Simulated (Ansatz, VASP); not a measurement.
**Bi: VASP beside Ansatz**

INCAR

```
  PREC = Accurate
  ENCUT = 520
  EDIFF = 1E-6
  ISMEAR = 0
  SIGMA = 0.1
  LREAL = False
  LASPH = True
  NELM = 60
  ALGO = Fast
  ISIF = 2
  LWAVE = False
  LCHARG = False
  GGA = PE
  NBANDS = 70
```

KPOINTS

```
Automatic mesh
0
Gamma
  6 6 2
```

Contents of POSCAR:

```
Bi
1.0
    4.4283737316      0.0000000000      0.0000000000
   -2.2141868657      3.8350841489      0.0000000000
    0.0000000000      0.0000000000     14.4629372311
Bi
8
Direct
    0.0000000000      0.0000000000      0.0937500000
    0.0000000000      0.0000000000      0.5937500000
    0.0000000000      0.0000000000      0.4062500000
    0.0000000000      0.0000000000      0.9062500000
    0.3333333333      0.6666666667      0.1562500000
    0.6666666667      0.3333333333      0.6562500000
    0.3333333333      0.6666666667      0.3437500000
    0.6666666667      0.3333333333      0.8437500000
```

Input for Ansatz:

```yaml
crystal:
  lattice:
    - [4.4283737316, 0.0, 0.0]
    - [-2.2141868657, 3.8350841489, 0.0]
    - [0.0, 0.0, 14.4629372311]
  atoms:
    - { symbol: Bi, position: [0.0, 0.0, 0.09375] }
    - { symbol: Bi, position: [0.0, 0.0, 0.59375] }
    - { symbol: Bi, position: [0.0, 0.0, 0.40625] }
    - { symbol: Bi, position: [0.0, 0.0, 0.90625] }
    - { symbol: Bi, position: [0.3333333333, 0.6666666667, 0.15625] }
    - { symbol: Bi, position: [0.6666666667, 0.3333333333, 0.65625] }
    - { symbol: Bi, position: [0.3333333333, 0.6666666667, 0.34375] }
    - { symbol: Bi, position: [0.6666666667, 0.3333333333, 0.84375] }
basis:
  ecutwfc: 420
kpoints:
  mp_grid: { grid: [6, 6, 2] }
hamiltonian:
  xc: pbe
scf:
  occupations: { method: gaussian, width: 0.1 }
  lower_state_search: "off"
output:
  forces: true
  stress: true
  eigenvalues: true
```

Alike in both runs: task single point; functional PBE; k mesh 6 × 6 × 2; occupations gaussian, width 0.1 eV; no spin polarisation.

```csv
,VASP,Ansatz
version,VASP 6.6.1,Ansatz 0.2.0
potentials or method,"VASP PAW PBE potentials, release 64 (Bi_d), cutoff 520 eV","scalar-relativistic, plane waves, PAW"
valence electrons in the cell,120,120
```

VASP gave:

```
gap on the k mesh at the Fermi level (eV) : none
rms of the force components (eV/Å)        : 0.071
```

**Question.** What did Ansatz give for the same quantities?

**Answer.** gap on the k mesh at the Fermi level (eV): none; rms of the force components (eV/Å): 0.069.

Atom by atom the forces differ by 0.002 eV/Å (rms over components). A gap of «none» marks a metal or a gap that the smearing closes. The functional is the same, so the differences come from potentials, cutoffs and numerics.

Spin-orbit coupling is off throughout.
